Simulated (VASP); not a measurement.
Here is a VASP 6.6.1 calculation.

File INCAR:

```
SYSTEM = Si
PREC = Accurate
ENCUT = 520
EDIFF = 1E-6
ISMEAR = 0
SIGMA = 0.1
LREAL = .False.
LASPH = .True.
NELM = 100
ALGO = Normal
ISIF = 2
LWAVE = .False.
LCHARG = .True.
GGA = PE
LELF = .True.
LVHAR = .True.
NBANDS = 21
```

The input KPOINTS:

```
regular mesh
0
Gamma
  4 4 4
  0 0 0
```

POSCAR

```
Si
1.0
    2.3451993500     -3.6000603700      0.0000000000
    2.3451993500      3.6000603700      0.0000000000
    0.0000000000      0.0000000000      5.9615516000
Si
6
Direct
    0.5000000000      0.5000000000      0.1913392900
    0.5000000000      0.5000000000      0.8086607100
    0.0000000000      0.5000000000      0.6913391400
    0.5000000000      0.0000000000      0.3086608600
    0.5000000000      0.0000000000      0.6913391400
    0.0000000000      0.5000000000      0.3086608600
```

Potentials or basis: VASP PAW PBE potentials, release 64 (Si).

The run is started by

```bash
$ cat potpaw_PBE.64/Si/POTCAR > POTCAR
$ mpirun -np 1 vasp_std > vasp.out
```

(1) Estimate the band gap on the k mesh.

(2) Estimate the largest force.

(3) Predict the pressure.

Answers

(1) zero (bands 12 and 13 overlap by 3.23 eV).

(2) 1.201 eV/Å.

(3) 22.8 GPa.

Caveat: the k points lie up to 0.40 Å⁻¹ apart, too coarse for converged energies and pressures of a metal; forces of over 1 eV/Å act on the atoms, so gaps and moduli don't describe the material at rest.
